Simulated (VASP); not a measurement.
Write the native input for VASP 6.6.1 that does the following.

```
Task                   : single point
Functional             : revPBE
Dispersion             : D3(BJ)
Potentials or basis    : VASP PAW PBE potentials, release 64 (Te, Sb, Ge_d)
Cutoff                 : 520 eV
k mesh                 : 7 × 7 × 2
Occupations            : fermi-dirac, width 0.05 eV
Spin                   : no spin polarisation
Dipole correction      : no
Further INCAR settings : ALGO = Normal; EDIFF = 1e-06; NBANDS = 44
```

The structure of Ge2Sb2Te5 lies in POSCAR:

```
Ge2Sb2Te5
1.0
    4.1972041270      0.0000000000      0.0000000000
   -2.0986020635      3.6348853989      0.0000000000
    0.0000000000      0.0000000000     16.6911708229
Te Sb Ge
5 2 2
Direct
    0.6666666667      0.3333333333      0.4229235022
    0.3333333333      0.6666666667      0.5770764978
    0.3333333333      0.6666666667      0.1996097318
    0.6666666667      0.3333333333      0.8003902682
    0.0000000000      0.0000000000      0.0000000000
    0.0000000000      0.0000000000      0.3190743121
    0.0000000000      0.0000000000      0.6809256879
    0.6666666667      0.3333333333      0.1009461261
    0.3333333333      0.6666666667      0.8990538739
```

One way to write it, as run:

INCAR

```
SYSTEM = Ge2Sb2Te5
PREC = Accurate
ENCUT = 520
EDIFF = 1E-6
ISMEAR = -1
SIGMA = 0.05
LREAL = .False.
LASPH = .True.
NELM = 80
ALGO = Normal
ISIF = 2
LWAVE = .False.
LCHARG = .False.
GGA = RE
IVDW = 12
NBANDS = 44
```

KPOINTS

```
regular mesh
0
Gamma
  7 7 2
  0 0 0
```

Potentials or basis: VASP PAW PBE potentials, release 64 (Te, Sb, Ge_d).

The run is started by

```sh
$ cat potpaw_PBE.64/Te/POTCAR potpaw_PBE.64/Sb/POTCAR potpaw_PBE.64/Ge_d/POTCAR > POTCAR
$ mpirun -np 1 vasp_std > vasp.out
```

Results of the run:

```yaml
Pressure: 0.0 GPa
Largest_force: 0.023 eV/Å
Band_gap_on_the_k_mesh: zero (filled and empty bands touch)
Dispersion_energy_per_atom: -0.843 eV
```

Caveat: the PAW data sets were made with another functional, which shifts forces and pressure a little; spin-orbit coupling is left out, which moves the levels of the heavy elements.

It took 2.7 min on 1 thread of Intel(R) Xeon(R) 6975P-C (Granite Rapids) (shared host), peak memory 0.44 GiB.
